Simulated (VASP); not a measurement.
Input of a VASP 6.6.1 run:

File INCAR:

```
  ALGO = Normal
  EDIFF = 1E-6
  ENCUT = 400
  GGA = PE
  GGA_COMPAT = False
  ISIF = 2
  ISMEAR = 0
  LASPH = True
  LCHARG = False
  LREAL = False
  LWAVE = False
  NBANDS = 33
  NELM = 120
  PREC = Accurate
  SIGMA = 0.1
```

File KPOINTS:

```
k-points
0
Gamma
  4 3 3
```

File POSCAR:

```
ScGa3
1.0
    3.7666310000      0.6452790000     -0.2920480000
   -0.3833150000      4.4425840000     -0.2419170000
    0.0755910000     -0.6672110000      4.6838310000
Sc Ga
1 3
Direct
    0.5874337011      0.8741452525      0.8877511666
    0.6928025034      0.3322714078      0.3672954228
    0.0667136276      0.3420518823      0.8862430661
    0.1209161151      0.7682765977      0.3771025213
```

Potentials or basis: VASP PAW PBE potentials, release 64 (Sc_sv, Ga_d).

Run with:

```bash
$ cat potpaw_PBE.64/Sc_sv/POTCAR potpaw_PBE.64/Ga_d/POTCAR > POTCAR
$ mpirun -np 1 vasp_std > vasp.out
```

(1) What does it give for the pressure?

(2) What does it give for the largest force?

(3) Estimate the band gap on the k mesh.

## Answers

(1) -2.1 GPa.

(2) 0.915 eV/Å.

(3) zero (bands 25 and 26 overlap by 2.07 eV).

Caveat: the k points lie up to 0.48 Å⁻¹ apart, too coarse for converged energies and pressures of a metal.
